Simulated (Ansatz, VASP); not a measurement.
# Two plane-wave programs on Ru

Contents of INCAR:

```
ALGO     = Fast           # electronic algorithm
EDIFF    = 1E-6           # SCF threshold, eV
ENCUT    = 520            # plane-wave cutoff, eV
GGA      = PS             # functional
ISIF     = 2              # what is computed and relaxed
ISMEAR   = 0              # smearing method
LASPH    = T              # aspherical terms in the spheres
LCHARG   = T              # write CHGCAR
LELF     = T              # ELF
LREAL    = F              # projectors in reciprocal space
LVHAR    = T            
LWAVE    = F              # write WAVECAR
NBANDS   = 21             # bands
NELM     = 100            # most SCF steps
PREC     = Accurate       # precision mode
SIGMA    = 0.15           # smearing width, eV
```

KPOINTS

```
k-points
0
Gamma
  21 21 12
```

POSCAR

```
Ru
1.0
    2.6895064563      0.0000000000      0.0000000000
   -1.3447532281      2.3291809148      0.0000000000
    0.0000000000      0.0000000000      4.3209610727
Ru
2
Direct
    0.3333333333      0.6666666667      0.2500000000
    0.6666666667      0.3333333333      0.7500000000
```

Input for Ansatz:

```yaml
crystal:
  lattice:
    - [2.6895064563, 0.0, 0.0]
    - [-1.3447532281, 2.3291809148, 0.0]
    - [0.0, 0.0, 4.3209610727]
  atoms:
    - { symbol: Ru, position: [0.3333333333, 0.6666666667, 0.25] }
    - { symbol: Ru, position: [0.6666666667, 0.3333333333, 0.75] }
basis:
  ecutwfc: 420
kpoints:
  mp_grid: { grid: [21, 21, 12] }
hamiltonian:
  xc: pbesol
  pseudopotentials: { kind: paw, azcp: { folder: soft_1 } }
scf:
  occupations: { method: gaussian, width: 0.15 }
output:
  forces: true
  stress: true
  eigenvalues: true
```

Alike in both runs: task single point; functional PBEsol; k mesh 21 × 21 × 12; occupations gaussian, width 0.15 eV; no spin polarisation.

|  | VASP | Ansatz |
| --- | --- | --- |
| version | VASP 6.6.1 | Ansatz 0.2.0 |
| potentials or method | VASP PAW PBE potentials, release 64 (Ru_pv), cutoff 520 eV | scalar-relativistic, plane waves, PAW |
| valence electrons in the cell | 28 | 32 |

VASP gave:

| Property | Result |
| --- | --- |
| gap on the k mesh at the Fermi level (eV) | none |
| pressure (GPa) | -5.4 |
| traceless stress, the component that is largest in VASP (GPa) | -5.66 |

**Question.** Which values does Ansatz return?

**Answer.** gap on the k mesh at the Fermi level (eV): none; pressure (GPa): -5.4; traceless stress, the component that is largest in VASP (GPa): -5.67.

VASP's potentials were made for PBE, not for PBEsol, and Ansatz warns of the same on its side. A gap of «none» marks a metal or a gap that the smearing closes. The functional is the same, so the differences come from potentials, cutoffs and numerics. VASP's potentials hold 28 valence electrons a cell and Ansatz's 32, so a difference there can come from the potentials and not from the codes.
